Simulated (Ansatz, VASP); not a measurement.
## MoS2 in VASP and in Ansatz

File INCAR:

```
PREC     = Accurate       # precision mode
ENCUT    = 520            # plane-wave cutoff, eV
EDIFF    = 1E-6           # SCF threshold, eV
ISMEAR   = -1             # smearing method
SIGMA    = 0.05           # smearing width, eV
LREAL    = F              # projectors in reciprocal space
LASPH    = T              # aspherical terms in the spheres
NELM     = 150            # most SCF steps
ALGO     = Normal         # electronic algorithm
ISIF     = 2              # what is computed and relaxed
LWAVE    = F              # write WAVECAR
LCHARG   = F              # write CHGCAR
MAGMOM   = 0 0 0 0 0 0 0 0 0 0 0 0 0 0 0 0 0 0 # initial moments
LORBIT   = 11             # projections on sites
LSORBIT  = T              # spin-orbit coupling
GGA_COMPAT= F            
LORBMOM  = T            
LMAXMIX  = 4              # l up to which the mixer works
GGA      = PS             # functional
NBANDS   = 68             # bands
```

File KPOINTS:

```
regular mesh
0
Gamma
  7 7 2
```

Contents of POSCAR:

```
MoS2
1.0
    3.1845414560      0.0000000000      0.0000000000
   -1.5922707280      2.7578938003      0.0000000000
    0.0000000000      0.0000000000     21.6705347200
Mo S
2 4
Direct
    0.3333333333      0.6666666667      0.8511602300
    0.6666666667      0.3333333333      0.1488397700
    0.6666666667      0.3333333333      0.7796253900
    0.3333333333      0.6666666667      0.0772510000
    0.6666666667      0.3333333333      0.9227490000
    0.3333333333      0.6666666667      0.2203746100
```

The input input.yaml:

```yaml
crystal:
  lattice:
    - [3.184541456, 0.0, 0.0]
    - [-1.592270728, 2.7578938003, 0.0]
    - [0.0, 0.0, 21.67053472]
  atoms:
    - { symbol: Mo, position: [0.3333333333, 0.6666666667, 0.85116023] }
    - { symbol: Mo, position: [0.6666666667, 0.3333333333, 0.14883977] }
    - { symbol: S, position: [0.6666666667, 0.3333333333, 0.77962539] }
    - { symbol: S, position: [0.3333333333, 0.6666666667, 0.077251] }
    - { symbol: S, position: [0.6666666667, 0.3333333333, 0.922749] }
    - { symbol: S, position: [0.3333333333, 0.6666666667, 0.22037461] }
hamiltonian:
  xc: pbesol
  pseudopotentials: { kind: paw_fr }
magnetization:
  noncollinear: true
  spin_orbit: true
kpoints:
  mp_grid: { grid: [7, 7, 2] }
  band_path:
    path:
      - [[0.0, 0.0, 0.0], [0.5, 0.0, 0.0], [0.3333333333, 0.3333333333, 0.0], [0.0, 0.0, 0.0], [0.0, 0.0, 0.5], [0.5, 0.0, 0.5], [0.3333333333, 0.3333333333, 0.5], [0.0, 0.0, 0.5]]
      - [[0.5, 0.0, 0.5], [0.5, 0.0, 0.0]]
      - [[0.3333333333, 0.3333333333, 0.0], [0.3333333333, 0.3333333333, 0.5]]
    npoints: 14
scf:
  occupations: { method: fermi_dirac, width: 0.05 }
  n_extra_bands: 15
output:
  forces: true
  stress: true
  eigenvalues: true
  fatbands: true
```

Alike in both runs: functional PBEsol; k mesh 7 × 7 × 2; occupations fermi-dirac, width 0.05 eV; non-collinear spin, spin-orbit coupling.

|  | VASP | Ansatz |
| --- | --- | --- |
| version | VASP 6.6.1 | Ansatz 0.2.0 |
| potentials or method | VASP PAW PBE potentials, release 64 (Mo_sv, S) | Ansatz PAW |
| plane-wave cutoff (eV) | 520 | 420 |
| valence electrons in the cell | 52 | 52 |
| task | single point | band structure |

```tsv
	VASP	Ansatz	Ansatz less VASP
rms of the force components (eV/Å)	0.057	0.059	+0.0015
```

VASP's potentials were made for PBE, not for PBEsol. Atom by atom the forces differ by 0.002 eV/Å (rms over components).

Noted on Ansatz's run: the k mesh misses the band edges, so the gap on the mesh is wider than the one along the path.
